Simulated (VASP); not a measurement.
# C (P6/mmm) in VASP: a series of runs

C is run at these levels: PBE+D3(BJ); tasks: relaxation of shape and atoms at fixed volume.

Everything below comes from runs of VASP 6.6.1. Logs are shortened: lines on timing, memory, paths and dates and some standing lists are left out, and cuts for length are marked.

## 1. The cell of the first run

It takes space group P6/mmm (No. 191, hexagonal). Conventional cell: a = 2.428 Å, b = 2.428 Å, c = 3.236 Å, α = 90.00°, β = 90.00°, γ = 120.00°. Within 1.9 Å of C (site symmetry -6m2) lie 3 C at 1.40 Å.

## 2. Relaxation of shape and atoms at fixed volume, PBE+D3(BJ) (8.26 Å³/atom)

INCAR reads:

```
SYSTEM = C
ALGO = Normal
EDIFF = 1E-7
EDIFFG = -0.01
ENCUT = 600
GGA = PE
IBRION = 2
ISIF = 4
ISMEAR = 0
IVDW = 12
LASPH = .TRUE.
LCHARG = .FALSE.
LREAL = .FALSE.
LWAVE = .FALSE.
NELM = 80
NSW = 50
PREC = Accurate
SIGMA = 0.1
```

KPOINTS reads:

```
k-points
0
G
  18 18 12
  0 0 0
```

POSCAR reads:

```
C
1.0
    2.4276647771      0.0000000000      0.0000000000
   -1.2138323885      2.1024193688      0.0000000000
    0.0000000000      0.0000000000      3.2359502167
C
2
Direct
    0.3333333333      0.6666666667      0.0000000000
    0.6666666667      0.3333333333      0.0000000000
```

Potentials or basis: VASP PAW PBE potentials, release 64 (C).

Run with:

```bash
cat potpaw_PBE.64/C/POTCAR > POTCAR
mpirun -np 1 vasp_std > vasp.out
```

OUTCAR:

```text
SYSTEM = C
   EDIFF = 1E-7
   EDIFFG = -0.01
   ENCUT = 600
   GGA = PE
   IBRION = 2
   ISIF = 4
   ISMEAR = 0
   IVDW = 12
   LASPH = .TRUE.
   LREAL = .FALSE.
   NELM = 80
   NSW = 50
   PREC = Accurate
 IVDW          = 12

 ion  position               nearest neighbor table
   1  0.333  0.667  0.000-   2 1.40   2 1.40   2 1.40
   2  0.667  0.333  0.000-   1 1.40   1 1.40   1 1.40

  LATTYP: Found a hexagonal cell.
 ALAT       =     2.4276647771
 C/A-ratio  =     1.3329477147

  Lattice vectors:

 A1 = (   2.4276647771,   0.0000000000,   0.0000000000)
 A2 = (  -1.2138323885,   2.1024193688,   0.0000000000)
 A3 = (   0.0000000000,   0.0000000000,   3.2359502167)

Analysis of symmetry for initial positions (statically):
=====================================================================
 Subroutine PRICEL returns:
 Original cell was already a primitive cell.

 Routine SETGRP: Setting up the symmetry group for a
 hexagonal supercell.

 Subroutine GETGRP returns: Found 24 space group operations
 (whereof 24 operations were pure point group operations)
 out of a pool of 24 trial point group operations.

The static configuration has the point symmetry D_6h.

Analysis of symmetry for dynamics (positions and initial velocities):
=====================================================================
 Subroutine PRICEL returns:
 Original cell was already a primitive cell.

 Routine SETGRP: Setting up the symmetry group for a
 hexagonal supercell.

 Subroutine GETGRP returns: Found 24 space group operations
 (whereof 24 operations were pure point group operations)
 out of a pool of 24 trial point group operations.

The dynamic configuration has the point symmetry D_6h.

 Subroutine INISYM returns: Found 24 space group operations
 (whereof 24 operations are pure point group operations),
 and found     1 'primitive' translations

----------------------------------------------------------------------------------------

                                     Primitive cell

  volume of cell :      16.5162

  direct lattice vectors                    reciprocal lattice vectors
     2.427664777  0.000000000  0.000000000     0.411918486  0.237821249  0.000000000
    -1.213832388  2.102419369  0.000000000     0.000000000  0.475642498  0.000000000
     0.000000000  0.000000000  3.235950217     0.000000000  0.000000000  0.309028240

  length of vectors
     2.427664777  2.427664777  3.235950217     0.475642498  0.475642498  0.309028240

  position of ions in fractional coordinates (direct lattice)
     0.333333333  0.666666667  0.000000000
     0.666666667  0.333333333  0.000000000

  ion indices of the primitive-cell ions
   primitive index   ion index
                 1           1
                 2           2

----------------------------------------------------------------------------------------

 KPOINTS: k-points

Automatic generation of k-mesh.
 Grid dimensions read from file:
 generate k-points for:   18   18   12

 Generating k-lattice:

  Cartesian coordinates                     Fractional coordinates (reciprocal lattice)
     0.022884360  0.013212292  0.000000000     0.055555556  0.000000000  0.000000000
     0.000000000  0.026424583  0.000000000     0.000000000  0.055555556  0.000000000
     0.000000000  0.000000000  0.025752353     0.000000000  0.000000000  0.083333333

  Length of vectors
     0.026424583  0.026424583  0.025752353

  Shift w.r.t. Gamma in fractional coordinates (k-lattice)
     0.000000000  0.000000000  0.000000000

 Subroutine IBZKPT returns following result:
 ===========================================

 Found    259 irreducible k-points:

 Following reciprocal coordinates:
            Coordinates               Weight
  0.000000  0.000000  0.000000      1.000000
  0.055556  0.000000  0.000000      6.000000
  0.111111  0.000000  0.000000      6.000000
  0.166667  0.000000  0.000000      6.000000
  0.222222 -0.000000  0.000000      6.000000
  0.277778  0.000000  0.000000      6.000000
[... 16 lines left out ...]
  0.333333  0.111111  0.000000     12.000000
  0.388889  0.111111  0.000000     12.000000
 [... further k-points ...]
   k-points           NKPTS =    259   k-points in BZ     NKDIM =    259   number of bands    NBANDS=      8
   number of dos      NEDOS =    301   number of ions     NIONS =      2
   total plane-waves  NPLWV =  11200
   dimension x,y,z NGX =    20 NGY =   20 NGZ =   28
   dimension x,y,z NGXF=    40 NGYF=   40 NGZF=   56
   ions per type =               2
   NGX,Y,Z   is equivalent  to a cutoff of  13.70, 13.70, 14.38 a.u.
   NGXF,Y,Z  is equivalent  to a cutoff of  27.39, 27.39, 28.77 a.u.
 SYSTEM =  C
   PREC   = accura    normal or accurate (medium, high low for compatibility)
   ISTART =      0    job   : 0-new  1-cont  2-samecut
   ICHARG =      2    charge: 1-file 2-atom 10-const
   ISPIN  =      1    spin polarized calculation?
   LNONCOLLINEAR =      F non collinear calculations
   LSORBIT =      F    spin-orbit coupling
   LASPH  =      T    aspherical Exc in radial PAW
   ENCUT  =  600.0 eV  44.10 Ry    6.64 a.u.   4.85  4.85  6.46*2*pi/ulx,y,z
   NELM   =     80;   NELMIN=  2; NELMDL= -5     # of ELM steps
   EDIFF  = 0.1E-06   stopping-criterion for ELM
   LREAL  =      F    real-space projection
   EDIFFG = -.1E-01   stopping-criterion for IOM
   NSW    =     50    number of steps for IOM
   IBRION =      2    ionic relax: 0-MD 1-quasi-New 2-CG
   NFREE  =      1    steps in history (QN), initial steepest desc. (CG)
   ISIF   =      4    stress and relaxation
   ISYM   =      2    0-nonsym 1-usesym 2-fastsym
   POTIM  = 0.5000    time-step for ionic-motion
   TEBEG  =    0.0;   TEEND  =   0.0 temperature during run
   PSTRESS=    0.0 pullay stress
   NELECT =       8.0000    total number of electrons
   NUPDOWN=      -1.0000    fix difference up-down
   EMIN   =  10.00;   EMAX   =-10.00  energy-range for DOS
   EFERMI =   0.00;   METHOD = LEGACY
   ISMEAR =     0;   SIGMA  =   0.10  broadening in eV -4-tet -1-fermi 0-gaus
   EFERMI_NEDOS =   21; number of points for ismear=-14 and -15
   IALGO  =     38    algorithm
   IMIX   =      4    mixing-type and parameters
     AMIX     =   0.40;   BMIX     =  1.00
     AMIX_MAG =   1.60;   BMIX_MAG =  1.00
  volume/ion in A,a.u.               =       8.26        55.73
  Fermi-wavevector in a.u.,A,eV,Ry     =   1.285686  2.429594 22.490268  1.652988
  Thomas-Fermi vector in A             =   2.417805
   LORBIT       =      0    0 simple, 1 ext, 2 COOP (PROOUT), +10 PAW based schemes
   GGA     = PE    functional components
   LHFCALC =     F    Hartree Fock is set to
   AEXX    =    0.0000 exact exchange contribution
   IVDW    =    12    specifies the selected vdW correction
   LEPSILON=     F    determine dielectric tensor
   LRPA    =     F    only Hartree local field effects (RPA)
 conjugate gradient relaxation of ions
 non-spin polarized calculation
 Gauss-broadening in eV      SIGMA  =   0.10
  energy-cutoff  :      600.00
  volume of cell :       16.52
 maximum number of plane-waves:       567
 NGX is ok and might be reduce to    20
   NGX =  9   NGY =  9   NGZ = 13

--------------------------------------- Ionic step        1  -------------------------------------------

 number of electron       7.9999999 magnetization

 Free energy of the ion-electron system (eV)
  ---------------------------------------------------
  ext. energy  EPLUGINS =         0.00000000
  ---------------------------------------------------
  free energy    TOTEN  =       -18.33730055 eV

  energy without entropy =      -18.33703700  energy(sigma->0) =      -18.33716877

------------------------ aborting loop because EDIFF is reached ----------------------------------------

 Edisp (eV)   -0.32510

 E8    (eV) :    -0.0925

  FORCE on cell =-STRESS in cart. coord.  units (eV):
  Direction    XX          YY          ZZ          XY          YZ          ZX
  --------------------------------------------------------------------------------------
  -------------------------------------------------------------------------------------
  Total       2.24442     2.24442     0.55664     0.00000     0.00000     0.00000
  in kB     217.72350   217.72350    53.99767     0.00000     0.00000     0.00000
  external pressure =      163.15 kB  Pullay stress =        0.00 kB
[... 61 lines left out ...]
  energy  without entropy=      -18.6749729909  energy(sigma->0) =      -18.67537672

--------------------------------------- Ionic step        3  -------------------------------------------

 number of electron       7.9999999 magnetization

 Free energy of the ion-electron system (eV)
  ---------------------------------------------------
  ext. energy  EPLUGINS =         0.00000000
  ---------------------------------------------------
  free energy    TOTEN  =       -18.34488953 eV

  energy without entropy =      -18.34422912  energy(sigma->0) =      -18.34455933

 E-fermi :   5.3581     XC(G=0): -10.7174

 val. band max:        5.3465446625   @ k =   0.3333   0.2778   0.5000
 cond. band min:       5.4143122062   @ k =   0.3333   0.2778   0.0000
 fundamental gap:      0.0677675437
 Fermi energy:         5.3581196779

 k-point     1 :       0.0000    0.0000    0.0000
  band No.  band energies     occupation
      1     -14.5508      2.00000
      2      -0.9969      2.00000
      3       2.2940      2.00000
      4       2.2940      2.00000
      5      10.0590      0.00000
      6      13.6971      0.00000
      7      13.6971      0.00000
      8      17.3108      0.00000
[... 243 lines left out ...]
 k-point    24 :       0.3889    0.1111    0.0000
  band No.  band energies     occupation
      1      -9.7525      2.00000
      2      -7.0797      2.00000
      3      -2.0068      2.00000
      4       3.8392      2.00000
      5       8.5899      0.00000
      6      13.8449      0.00000
      7      15.8662      0.00000
      8      18.4051      0.00000

 [... further k-points ...]

------------------------ aborting loop because EDIFF is reached ----------------------------------------

 Edisp (eV)   -0.33362

 E8    (eV) :    -0.0952

  FORCE on cell =-STRESS in cart. coord.  units (eV):
  Direction    XX          YY          ZZ          XY          YZ          ZX
  --------------------------------------------------------------------------------------
  -------------------------------------------------------------------------------------
  Total       0.74427     0.74427     0.73936     0.00000     0.00000    -0.00000
  in kB      72.19946    72.19946    71.72276     0.00000     0.00000    -0.00000
  external pressure =       72.04 kB  Pullay stress =        0.00 kB
[... 17 lines left out ...]
  FREE ENERGIE OF THE ION-ELECTRON SYSTEM (eV)
  ---------------------------------------------------
  free  energy   TOTEN  =       -18.6785064448 eV

  energy  without entropy=      -18.6778460411  energy(sigma->0) =      -18.67817624

 reached required accuracy - stopping structural energy minimisation
```

It took 44 s on 1 thread of AMD EPYC 9R45 (Zen 5), shared host; peak memory 0.13 GiB.

What came out:

| Item | Value |
| --- | --- |
| Free energy | -18.6785 eV |
| Energy gained by relaxing | 8.1 meV/atom |
| Ionic steps | 3 |
| Pressure after relaxing | 7.2 GPa |
| Band gap on the k mesh | zero (bands 4 and 5 overlap by 1.84 eV) |
| Dispersion energy per atom | -0.167 eV |

Step by step:
| step | energy change (eV) | largest force (eV/Å) | pressure (GPa) | volume (Å³) |
| --- | --- | --- | --- | --- |
| 1 | 0.0000 | 0.0000 | 16.31 | 16.52 |
| 2 | -0.0134 | 0.0000 | 3.58 | 16.52 |
| 3 | -0.0161 | 0.0000 | 7.20 | 16.52 |

Final structure:
```
C
1.0
     2.45119    0.00000    0.00000
    -1.22560    2.12280    0.00000
     0.00000    0.00000    3.17412
C
2
Direct
  0.33333 0.66667 0.00000
  0.66667 0.33333 0.00000
```

Levels at points of the mesh, in eV from the Fermi level:
```
           k point  band 1  band 2  band 3  band 4  band 5  band 6  band 7  band 8
(0.00, 0.00, 0.00)  -19.91   -6.36   -3.06   -3.06    4.70    8.34    8.34   11.95
(0.50, 0.00, 0.00)  -14.53  -13.51   -6.52   -1.39    2.91    7.23   11.51   11.78
(0.00, 0.00, 0.50)  -19.45   -8.95   -3.00   -3.00    8.50    8.50   11.30   11.92
(0.50, 0.00, 0.50)  -14.18  -13.22   -6.42   -3.36    0.57    7.82   13.58   18.81
```

(Part 1 of 2 ends here.)
